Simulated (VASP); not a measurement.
Set up this calculation in VASP 6.6.1, as the native input.

```
Task                   : single point
Functional             : PBE
Potentials or basis    : VASP PAW PBE potentials, release 64 (Na_pv, H)
Cutoff                 : 520 eV
k mesh                 : 6 × 6 × 6
Occupations            : gaussian, width 0.01 eV
Spin                   : no spin polarisation
Dipole correction      : no
Further INCAR settings : ALGO = Normal; EDIFF = 1e-06; NBANDS = 11
```

The structure of NaH lies in POSCAR:

```
NaH
1.0
    0.0000000000      2.5969210614      2.5969210614
    2.5969210614      0.0000000000      2.5969210614
    2.5969210614      2.5969210614      0.0000000000
Na H
1 1
Direct
    0.0000000000      0.0000000000      0.0000000000
    0.2500000000      0.2500000000      0.2500000000
```

These files were run (other wordings do the same):

INCAR

```
SYSTEM = NaH
  ALGO = Normal
  EDIFF = 1E-6
  ENCUT = 520
  GGA = PE
  ISIF = 2
  ISMEAR = 0
  LASPH = .True.
  LCHARG = .False.
  LREAL = .False.
  LWAVE = .False.
  NBANDS = 11
  NELM = 100
  PREC = Accurate
  SIGMA = 0.01
```

KPOINTS

```
k-points
0
Gamma
  6 6 6
  0 0 0
```

Potentials or basis: VASP PAW PBE potentials, release 64 (Na_pv, H).

Launch:

```bash
$ cat potpaw_PBE.64/Na_pv/POTCAR potpaw_PBE.64/H/POTCAR > POTCAR
$ mpirun -np 1 vasp_std > vasp.out
```

Results of the run:

| Item | Value |
| --- | --- |
| Pressure | 0.2 GPa |
| Band gap on the k mesh | 3.63 eV, indirect (least direct gap 4.32 eV) |

Run time: 19 s on 1 thread of AMD EPYC 7R13 (shared host), peak memory 0.12 GiB.
